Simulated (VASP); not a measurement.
# ZnO (P6_3mc) in VASP: further runs

Runs on ZnO. Level: PBE. Tasks: single point.

All numbers are computed with VASP 6.6.1; they aren't measurements. Logs are shortened: lines on timing, memory, paths and dates and some standing lists are left out, and cuts for length are marked.

**1. The cell of the first run**

It takes space group P6_3mc (No. 186, hexagonal). Conventional cell: a = 3.017 Å, b = 3.017 Å, c = 4.870 Å, α = 90.00°, β = 90.00°, γ = 120.00°. Zn (site symmetry 3m) has 4 O at 1.84 to 1.85 Å within 2.4 Å. Within 2.4 Å of O (site symmetry 3m) lie 4 Zn at 1.84 to 1.85 Å.

**2. Single point, PBE (strain -0.080 along x and y, -0.080 along z)**

The input, INCAR:

```
SYSTEM = ZnO
ALGO = Normal
EDIFF = 1E-7
ENCUT = 520
GGA = PE
ISIF = 2
ISMEAR = 0
LASPH = .True.
LCHARG = .False.
LREAL = .False.
LWAVE = .False.
NBANDS = 26
NELM = 60
PREC = Accurate
SIGMA = 0.05
```

The input, KPOINTS:

```
k-points
0
Gamma
  12 12 6
  0 0 0
```

The input, POSCAR:

```
ZnO
1.0
    3.0171172954      0.0000000000      0.0000000000
   -1.5085586477      2.6129002241      0.0000000000
    0.0000000000      0.0000000000      4.8696800256
Zn O
2 2
Direct
    0.3333333333      0.6666666667      0.0015026881
    0.6666666667      0.3333333333      0.5015026881
    0.3333333333      0.6666666667      0.3805973119
    0.6666666667      0.3333333333      0.8805973119
```

Potentials or basis: VASP PAW PBE potentials, release 64 (Zn, O).

Launch:

```console
$ cat potpaw_PBE.64/Zn/POTCAR potpaw_PBE.64/O/POTCAR > POTCAR
$ mpirun -np 1 vasp_std > vasp.out
```

OUTCAR:

```text
SYSTEM = ZnO
   EDIFF = 1E-7
   ENCUT = 520
   GGA = PE
   ISIF = 2
   ISMEAR = 0
   LASPH = .True.
   LREAL = .False.
   NELM = 60
   PREC = Accurate

 ion  position               nearest neighbor table
   1  0.333  0.667  0.002-   4 1.84   4 1.84   4 1.84   3 1.85   2 2.99   2 2.99   2 2.99   2 2.99
                             2 2.99   2 2.99
   2  0.667  0.333  0.502-   3 1.84   3 1.84   3 1.84   4 1.85   1 2.99   1 2.99   1 2.99   1 2.99
                             1 2.99   1 2.99
   3  0.333  0.667  0.381-   2 1.84   2 1.84   2 1.84   1 1.85
   4  0.667  0.333  0.881-   1 1.84   1 1.84   1 1.84   2 1.85

  LATTYP: Found a hexagonal cell.
 ALAT       =     3.0171172954
 C/A-ratio  =     1.6140174706

  Lattice vectors:

 A1 = (   3.0171172954,   0.0000000000,   0.0000000000)
 A2 = (  -1.5085586477,   2.6129002241,   0.0000000000)
 A3 = (   0.0000000000,   0.0000000000,   4.8696800256)

Analysis of symmetry for initial positions (statically):
=====================================================================
 Subroutine PRICEL returns:
 Original cell was already a primitive cell.

 Routine SETGRP: Setting up the symmetry group for a
 hexagonal supercell.

 Subroutine GETGRP returns: Found 12 space group operations
 (whereof  6 operations were pure point group operations)
 out of a pool of 24 trial point group operations.

The static configuration has the point symmetry C_3v.
 The point group associated with its full space group is C_6v.

Analysis of symmetry for dynamics (positions and initial velocities):
=====================================================================
 Subroutine PRICEL returns:
 Original cell was already a primitive cell.

 Routine SETGRP: Setting up the symmetry group for a
 hexagonal supercell.

 Subroutine GETGRP returns: Found 12 space group operations
 (whereof  6 operations were pure point group operations)
 out of a pool of 24 trial point group operations.

The dynamic configuration has the point symmetry C_3v.
 The point group associated with its full space group is C_6v.

 Subroutine INISYM returns: Found 12 space group operations
 (whereof  6 operations are pure point group operations),
 and found     1 'primitive' translations

----------------------------------------------------------------------------------------

                                     Primitive cell

  volume of cell :      38.3898

  direct lattice vectors                    reciprocal lattice vectors
     3.017117295  0.000000000  0.000000000     0.331442202  0.191358245  0.000000000
    -1.508558648  2.612900224  0.000000000     0.000000000  0.382716489  0.000000000
     0.000000000  0.000000000  4.869680026     0.000000000  0.000000000  0.205352301

  length of vectors
     3.017117295  3.017117295  4.869680026     0.382716489  0.382716489  0.205352301

  position of ions in fractional coordinates (direct lattice)
     0.333333333  0.666666667  0.001502688
     0.666666667  0.333333333  0.501502688
     0.333333333  0.666666667  0.380597312
     0.666666667  0.333333333  0.880597312

  ion indices of the primitive-cell ions
   primitive index   ion index
                 1           1
                 2           2
                 3           3
                 4           4

----------------------------------------------------------------------------------------

 KPOINTS: k-points

Automatic generation of k-mesh.
 Grid dimensions read from file:
 generate k-points for:   12   12    6

 Generating k-lattice:

  Cartesian coordinates                     Fractional coordinates (reciprocal lattice)
     0.027620183  0.015946520  0.000000000     0.083333333  0.000000000  0.000000000
     0.000000000  0.031893041  0.000000000     0.000000000  0.083333333  0.000000000
     0.000000000  0.000000000  0.034225384     0.000000000  0.000000000  0.166666667

  Length of vectors
     0.031893041  0.031893041  0.034225384

  Shift w.r.t. Gamma in fractional coordinates (k-lattice)
     0.000000000  0.000000000  0.000000000

 Subroutine IBZKPT returns following result:
 ===========================================

 Found     76 irreducible k-points:

 Following reciprocal coordinates:
            Coordinates               Weight
  0.000000  0.000000  0.000000      1.000000
  0.083333  0.000000  0.000000      6.000000
  0.166667  0.000000  0.000000      6.000000
  0.250000 -0.000000  0.000000      6.000000
  0.333333  0.000000  0.000000      6.000000
  0.416667  0.000000  0.000000      6.000000
[... 16 lines left out ...]
  0.250000 -0.000000  0.166667     12.000000
  0.333333  0.000000  0.166667     12.000000
 [... further k-points ...]
   k-points           NKPTS =     76   k-points in BZ     NKDIM =     76   number of bands    NBANDS=     26
   number of dos      NEDOS =    301   number of ions     NIONS =      4
   total plane-waves  NPLWV =  20736
   dimension x,y,z NGX =    24 NGY =   24 NGZ =   36
   dimension x,y,z NGXF=    48 NGYF=   48 NGZF=   72
   ions per type =               2   2
   NGX,Y,Z   is equivalent  to a cutoff of  13.22, 13.22, 12.29 a.u.
   NGXF,Y,Z  is equivalent  to a cutoff of  26.45, 26.45, 24.58 a.u.
 SYSTEM =  ZnO
   PREC   = accura    normal or accurate (medium, high low for compatibility)
   ISTART =      0    job   : 0-new  1-cont  2-samecut
   ICHARG =      2    charge: 1-file 2-atom 10-const
   ISPIN  =      1    spin polarized calculation?
   LNONCOLLINEAR =      F non collinear calculations
   LSORBIT =      F    spin-orbit coupling
   LASPH  =      T    aspherical Exc in radial PAW
   ENCUT  =  520.0 eV  38.22 Ry    6.18 a.u.   5.61  5.61  9.05*2*pi/ulx,y,z
   NELM   =     60;   NELMIN=  2; NELMDL= -5     # of ELM steps
   EDIFF  = 0.1E-06   stopping-criterion for ELM
   LREAL  =      F    real-space projection
   EDIFFG = 0.1E-05   stopping-criterion for IOM
   NSW    =      0    number of steps for IOM
   IBRION =     -1    ionic relax: 0-MD 1-quasi-New 2-CG
   NFREE  =      0    steps in history (QN), initial steepest desc. (CG)
   ISIF   =      2    stress and relaxation
   ISYM   =      2    0-nonsym 1-usesym 2-fastsym
   POTIM  = 0.5000    time-step for ionic-motion
   TEBEG  =    0.0;   TEEND  =   0.0 temperature during run
   PSTRESS=    0.0 pullay stress
   NELECT =      36.0000    total number of electrons
   NUPDOWN=      -1.0000    fix difference up-down
   EMIN   =  10.00;   EMAX   =-10.00  energy-range for DOS
   EFERMI =   0.00;   METHOD = LEGACY
   ISMEAR =     0;   SIGMA  =   0.05  broadening in eV -4-tet -1-fermi 0-gaus
   EFERMI_NEDOS =   21; number of points for ismear=-14 and -15
   IALGO  =     38    algorithm
   IMIX   =      4    mixing-type and parameters
     AMIX     =   0.40;   BMIX     =  1.00
     AMIX_MAG =   1.60;   BMIX_MAG =  1.00
  volume/ion in A,a.u.               =       9.60        64.77
  Fermi-wavevector in a.u.,A,eV,Ry     =   1.602398  3.028094 34.935418  2.567681
  Thomas-Fermi vector in A             =   2.699225
   LORBIT       =      0    0 simple, 1 ext, 2 COOP (PROOUT), +10 PAW based schemes
   GGA     = PE    functional components
   LHFCALC =     F    Hartree Fock is set to
   AEXX    =    0.0000 exact exchange contribution
   IVDW    =     0    specifies the selected vdW correction
   LEPSILON=     F    determine dielectric tensor
   LRPA    =     F    only Hartree local field effects (RPA)
 non-spin polarized calculation
 Gauss-broadening in eV      SIGMA  =   0.05
  energy-cutoff  :      520.00
  volume of cell :       38.39
 maximum number of plane-waves:      1063
 NGX is ok and might be reduce to    24
   NGX = 11   NGY = 11   NGZ = 19

 number of electron      36.0000030 magnetization

 Free energy of the ion-electron system (eV)
  ---------------------------------------------------
  ext. energy  EPLUGINS =         0.00000000
  ---------------------------------------------------
  free energy    TOTEN  =       -16.21617846 eV

  energy without entropy =      -16.21617846  energy(sigma->0) =      -16.21617846

 E-fermi :   3.7522     XC(G=0): -12.1127

 val. band max:        3.4590110538   @ k =   0.0000   0.0000   0.0000
 cond. band min:       4.5403819750   @ k =   0.0000   0.0000   0.0000
 fundamental gap:      1.0813709212
 Fermi energy:         3.7522095334

 k-point     1 :       0.0000    0.0000    0.0000
  band No.  band energies     occupation
      1     -16.6807      2.00000
      2     -15.5766      2.00000
      3      -4.1383      2.00000
      4      -3.6139      2.00000
      5      -3.6139      2.00000
      6      -3.5394      2.00000
[... 18 lines left out ...]
     25      19.0820      0.00000
     26      19.0820      0.00000

 k-point     2 :       0.0833    0.0000    0.0000
  band No.  band energies     occupation
      1     -16.6229      2.00000
      2     -15.5501      2.00000
      3      -4.0654      2.00000
      4      -3.6879      2.00000
      5      -3.5830      2.00000
      6      -3.5045      2.00000
[... 18 lines left out ...]
     25      18.9254      0.00000
     26      19.2336      0.00000

 k-point     3 :       0.1667    0.0000    0.0000
  band No.  band energies     occupation
      1     -16.4595      2.00000
      2     -15.4799      2.00000
      3      -3.9655      2.00000
      4      -3.7586      2.00000
      5      -3.5013      2.00000
      6      -3.4763      2.00000
[... 18 lines left out ...]
     25      18.7659      0.00000
     26      19.3715      0.00000

 k-point     4 :       0.2500   -0.0000    0.0000
  band No.  band energies     occupation
      1     -16.2205      2.00000
      2     -15.3907      2.00000
      3      -4.1211      2.00000
      4      -3.6587      2.00000
      5      -3.4116      2.00000
      6      -3.4000      2.00000
[... 18 lines left out ...]
     25      18.1261      0.00000
     26      19.1258      0.00000

 k-point     5 :       0.3333    0.0000    0.0000
  band No.  band energies     occupation
      1     -15.9544      2.00000
      2     -15.3168      2.00000
      3      -4.2436      2.00000
      4      -3.7601      2.00000
      5      -3.3168      2.00000
      6      -3.2118      2.00000
[... 18 lines left out ...]
     25      18.0479      0.00000
     26      19.1402      0.00000

 k-point     6 :       0.4167    0.0000    0.0000
  band No.  band energies     occupation
      1     -15.7271      2.00000
      2     -15.2874      2.00000
      3      -4.2411      2.00000
      4      -3.9245      2.00000
      5      -3.2700      2.00000
      6      -3.0662      2.00000
[... 427 lines left out ...]
 k-point    21 :       0.0833    0.0000    0.1667
  band No.  band energies     occupation
      1     -16.5558      2.00000
      2     -15.6270      2.00000
      3      -4.1289      2.00000
      4      -3.7379      2.00000
      5      -3.5732      2.00000
      6      -3.5374      2.00000
[... 18 lines left out ...]
     25      18.2500      0.00000
     26      18.9086      0.00000

 k-point    22 :       0.1667    0.0000    0.1667
  band No.  band energies     occupation
      1     -16.3971      2.00000
      2     -15.5486      2.00000
      3      -4.0542      2.00000
      4      -3.8778      2.00000
      5      -3.4886      2.00000
      6      -3.4614      2.00000
[... 18 lines left out ...]
     25      17.8183      0.00000
     26      19.0452      0.00000

 k-point    23 :       0.2500   -0.0000    0.1667
  band No.  band energies     occupation
      1     -16.1658      2.00000
      2     -15.4465      2.00000
      3      -4.1747      2.00000
      4      -3.8878      2.00000
      5      -3.3816      2.00000
      6      -3.3636      2.00000
[... 18 lines left out ...]
     25      18.1110      0.00000
     26      18.9607      0.00000

 k-point    24 :       0.3333    0.0000    0.1667
  band No.  band energies     occupation
      1     -15.9102      2.00000
      2     -15.3572      2.00000
      3      -4.2961      2.00000
      4      -3.9480      2.00000
      5      -3.2904      2.00000
      6      -3.2141      2.00000
[... 18 lines left out ...]
     25      18.0840      0.00000
     26      19.0355      0.00000

 [... further k-points ...]

------------------------ aborting loop because EDIFF is reached ----------------------------------------

  FORCE on cell =-STRESS in cart. coord.  units (eV):
  Direction    XX          YY          ZZ          XY          YZ          ZX
  --------------------------------------------------------------------------------------
  -------------------------------------------------------------------------------------
  Total       14.1137945     14.1137945     14.0144569      0.0000000     -0.0000000      0.0000000
  in kB      589.0320483    589.0320483    584.8862449      0.0000000     -0.0000000      0.0000000
  external PRESSURE =     587.6501138 kB  Pullay stress =       0.0000000 kB

 VOLUME and BASIS-vectors are now :
 -----------------------------------------------------------------------------
  energy-cutoff  :      520.00
  volume of cell :       38.39
      direct lattice vectors                 reciprocal lattice vectors
     3.017117295  0.000000000  0.000000000     0.331442202  0.191358245  0.000000000
    -1.508558648  2.612900224  0.000000000     0.000000000  0.382716489  0.000000000
     0.000000000  0.000000000  4.869680026     0.000000000  0.000000000  0.205352301

 POSITION                                       TOTAL-FORCE (eV/Angst)
 -----------------------------------------------------------------------------------
     -0.00000      1.74193      0.00732        -0.000000     -0.000000      0.027467
      1.50856      0.87097      2.44216         0.000000      0.000000      0.027467
     -0.00000      1.74193      1.85339        -0.000000      0.000000     -0.027467
      1.50856      0.87097      4.28823         0.000000     -0.000000     -0.027467
 -----------------------------------------------------------------------------------
    total drift:                                0.000001      0.000002      0.001810

  FREE ENERGIE OF THE ION-ELECTRON SYSTEM (eV)
  ---------------------------------------------------
  free  energy   TOTEN  =       -16.2161784620 eV

  energy  without entropy=      -16.2161784620  energy(sigma->0) =      -16.21617846
```

Wall time 88 s (1 thread of Intel Xeon 8259CL, shared host); peak memory 0.2 GiB.

What came out:

```
Free energy            : -16.2162 eV
Pressure               : 58.8 GPa
Largest force          : 0.027 eV/Å
Band gap on the k mesh : 1.08 eV
```

Forces on the atoms (eV/Å):
```
Zn   0.000  0.000  0.027
Zn   0.000  0.000  0.027
O    0.000  0.000 -0.027
O    0.000  0.000 -0.027
```

Stress tensor (GPa, compression positive):
```
58.90  0.00  0.00
 0.00 58.90  0.00
 0.00  0.00 58.49
```

Levels at points of the mesh, in eV from the valence-band top:
| k point | band 14 | band 15 | band 16 | band 17 | band 18 | band 19 | band 20 | band 21 | band 22 | band 23 |
| --- | --- | --- | --- | --- | --- | --- | --- | --- | --- | --- |
| (0.00, 0.00, 0.00) | -1.07 | -1.07 | -0.18 | 0.00 | 0.00 | 1.08 | 6.01 | 8.88 | 13.99 | 13.99 |
| (0.50, 0.00, 0.00) | -4.06 | -3.49 | -3.03 | -1.66 | -1.15 | 6.69 | 7.09 | 7.75 | 9.92 | 11.83 |
| (0.00, 0.00, 0.50) | -2.44 | -0.53 | -0.53 | -0.53 | -0.53 | 3.93 | 3.93 | 10.88 | 10.88 | 14.29 |
| (0.50, 0.00, 0.50) | -4.28 | -2.01 | -2.01 | -1.82 | -1.82 | 5.98 | 5.98 | 9.66 | 9.66 | 12.22 |

Caveat: the cell differs from its parent crystal (strain -0.080 along x and y, -0.080 along z); the cell stands under pressure.

**3. Single point, PBE (strain -0.080 along x and y, -0.040 along z)**

The input, INCAR:

```
PREC = Accurate
ENCUT = 520
EDIFF = 1E-6
ISMEAR = 0
SIGMA = 0.05
LREAL = F
LASPH = T
NELM = 80
ALGO = Normal
ISIF = 2
LWAVE = F
LCHARG = F
GGA = PE
NBANDS = 26
```

The input, KPOINTS:

```
Automatic mesh
0
Gamma
  12 12 6
```

POSCAR: that of step 2 with these lines changed.

```diff
@@ -4,3 +4,3 @@
    -1.5085586477      2.6129002241      0.0000000000
-    0.0000000000      0.0000000000      4.8696800256
+    0.0000000000      0.0000000000      5.0814052441
 Zn O
```

Potentials or basis: VASP PAW PBE potentials, release 64 (Zn, O).

Launch:

```console
$ cat potpaw_PBE.64/Zn/POTCAR potpaw_PBE.64/O/POTCAR > POTCAR
$ mpirun -np 1 vasp_std > vasp.out
```

It took 84 s on 1 thread of Intel Xeon 8259CL, shared host; peak memory 0.21 GiB.

The run converged. Its results:

```
Free energy            : -16.6886 eV
Pressure               : 45.2 GPa
Largest force          : 0.855 eV/Å
Band gap on the k mesh : 0.93 eV
```

Forces in eV/Å, atoms in the order of the input:
```
Zn   0.000  0.000  0.855
Zn   0.000  0.000  0.855
O    0.000  0.000 -0.855
O    0.000  0.000 -0.855
```

Stress tensor (GPa, compression positive):
```
51.19  0.00  0.00
 0.00 51.19  0.00
 0.00  0.00 33.31
```

Levels at points of the mesh, in eV from the valence-band top:
```csv
k point,band 14,band 15,band 16,band 17,band 18,band 19,band 20,band 21,band 22,band 23
"(0.00, 0.00, 0.00)",-0.89,-0.89,-0.30,0.00,0.00,0.93,5.99,8.26,13.98,14.18
"(0.50, 0.00, 0.00)",-4.11,-3.39,-2.74,-1.70,-1.15,6.49,7.09,7.38,9.91,10.98
"(0.00, 0.00, 0.50)",-2.59,-0.45,-0.45,-0.45,-0.45,3.74,3.74,10.34,10.34,14.49
"(0.50, 0.00, 0.50)",-4.27,-1.93,-1.93,-1.89,-1.89,5.82,5.82,9.43,9.43,11.82
```

Caveat: the cell differs from its parent crystal (strain -0.080 along x and y, -0.040 along z); the cell stands under pressure.
